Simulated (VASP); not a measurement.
SnP2:

```
CELL_PARAMETERS angstrom
3.22578 0.00000 0.00000
-1.61289 2.79361 0.00000
0.00000 0.00000 12.54697
ATOMIC_POSITIONS crystal
Sn 0.33333 0.66667 0.25000
Sn 0.66667 0.33333 0.75000
P 0.33333 0.66667 0.62750
P 0.66667 0.33333 0.12750
P 0.33333 0.66667 0.87250
P 0.66667 0.33333 0.37250
```

| Item | Value |
| --- | --- |
| Program | VASP 6.6.1 |
| Task | relaxation of cell and atoms |
| Functional | PBE |
| Potentials or basis | VASP PAW PBE potentials, release 64 (Sn_d, P) |
| Cutoff | 600 eV |
| k mesh | 6 × 6 × 2 |
| Occupations | gaussian, width 0.1 eV |
| Spin | no spin polarisation |

At the start: pressure 35.8 GPa; volume 18.84 Å³/atom.

**Question.** How do energy, volume and symmetry change on relaxing?

**Answer.** Over 21 steps the energy falls by 776.3 meV/atom and the volume is 25.43 Å³/atom (+34.9 %); space group P6_3/mmc (No. 194, to 0.1 Å) before and after.

Step by step:
```tsv
step	energy change (eV)	largest force (eV/Å)	pressure (GPa)	volume (Å³)
1	0.0000	3.7796	35.81	113.07
2	-0.8105	1.4453	-10.25	196.82
3	-3.3912	0.1819	-1.40	147.42
4	-3.3993	0.1148	-0.73	146.03
5	-3.4009	0.0699	-0.28	145.13
6	-3.6040	0.0344	-0.24	145.18
7	-4.1133	0.3681	0.30	144.01
8	-4.4421	0.4603	5.53	135.07
9	-4.5135	0.2265	3.45	139.13
10	-4.5135	0.2122	3.34	139.40
11	-4.5752	0.0488	2.07	141.53
12	-4.6131	0.2593	-0.37	146.40
13	-4.6159	0.2029	0.05	145.44
14	-4.6159	0.1956	0.13	145.32
15	-4.6186	0.1906	0.14	145.53
16	-4.6266	0.1755	0.20	146.17
17	-4.6408	0.1290	0.36	147.46
18	-4.6525	0.1290	0.71	150.06
19	-4.6530	0.0704	0.63	149.56
20	-4.6567	0.0287	0.25	150.99
21	-4.6577	0.0175	-0.13	152.56
```

Final structure:
```
CELL_PARAMETERS angstrom
4.24485 0.00000 0.00000
-2.12242 3.67615 0.00000
0.00000 0.00000 9.77680
ATOMIC_POSITIONS crystal
Sn 0.33333 0.66667 0.25000
Sn 0.66667 0.33333 0.75000
P 0.33333 0.66667 0.62758
P 0.66667 0.33333 0.12758
P 0.33333 0.66667 0.87242
P 0.66667 0.33333 0.37242
```

Caveat: the k points lie up to 0.32 Å⁻¹ apart in the final cell, too coarse for converged energies and pressures of a metal; the volume moved by over 15 % at a fixed basis, so the end points are rough.
